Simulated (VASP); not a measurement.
Gd: single point with PBE

Crystal: Gd.

```
Gd
1.0
     0.00000    2.58582    2.58582
     2.58582    0.00000    2.58582
     2.58582    2.58582    0.00000
Gd
1
Direct
  0.00000 0.00000 0.00000
```

```yaml
Program: VASP 6.6.1
Task: single point
Functional: PBE
Potentials_or_basis: VASP PAW PBE potentials, release 64 (Gd)
Cutoff: 520 eV
k_mesh: 8 × 8 × 8
Occupations: fermi-dirac, width 0.05 eV
Spin: collinear spin, ferromagnetic start
Starting_moments: "[10.5] μB"
Fixed_moment: 10.5 μB
Dipole_correction: no
Further_INCAR_settings: ALGO = Normal; EDIFF = 1e-06; NBANDS = 19
```

```
Pressure                                              : 0.8 GPa
Net moment                                            : 10.50 μB per cell
Site moments                                          : Gd +8.12 μB
Valence electrons inside the program's atomic spheres : Gd 15.17
```

Run time: 27 s on 1 thread of Intel(R) Xeon(R) 6975P-C (Granite Rapids), with other jobs on the host, peak memory 0.19 GiB.

Caveat: the total moment is fixed, so each spin has its own Fermi level. The state reached can hang on the start; a lower one may exist.
